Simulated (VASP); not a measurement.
The system is TlCl.

```
Tl Cl
1.0
     3.83747    0.00000    0.00000
     0.00000    3.83747    0.00000
     0.00000    0.00000    3.83747
Tl Cl
1 1
Direct
  0.00000 0.00000 0.00000
  0.50000 0.50000 0.50000
```

- Program: VASP 6.6.1
- Task: relaxation of cell and atoms
- Functional: PBE
- Dispersion: D3(BJ)
- Potentials or basis: VASP PAW PBE potentials, release 64 (Tl_d, Cl)
- Cutoff: 500 eV
- k mesh: 6 × 6 × 6
- Occupations: fermi-dirac, width 0.02 eV
- Spin: no spin polarisation

At the start: pressure 0.4 GPa; volume 28.26 Å³/atom.

Where does the relaxation end?

Over 8 steps the energy falls by 16.7 meV/atom and the volume is 30.04 Å³/atom (+6.3 %); space group Pm-3m (No. 221, to 0.1 Å) before and after.

Step by step:
| step | energy change (eV) | largest force (eV/Å) | pressure (GPa) | volume (Å³) |
| --- | --- | --- | --- | --- |
| 1 | 0.0000 | 0.0000 | 0.44 | 56.51 |
| 2 | -0.0026 | 0.0000 | 0.96 | 57.14 |
| 3 | -0.0269 | 0.0000 | 2.03 | 59.06 |
| 4 | -0.0097 | 0.0000 | -1.54 | 63.04 |
| 5 | -0.0277 | 0.0000 | -1.37 | 61.24 |
| 6 | -0.0334 | 0.0000 | -0.11 | 60.15 |
| 7 | -0.0334 | 0.0000 | 0.03 | 60.07 |
| 8 | -0.0334 | 0.0000 | 0.02 | 60.07 |

Final structure:
```xyz
2
Lattice="3.9165 0.0000 0.0000 0.0000 3.9165 0.0000 0.0000 0.0000 3.9165" Properties=species:S:1:pos:R:3 pbc="T T T"
Tl    0.0000    0.0000    0.0000
Cl    1.9582    1.9582    1.9582
```
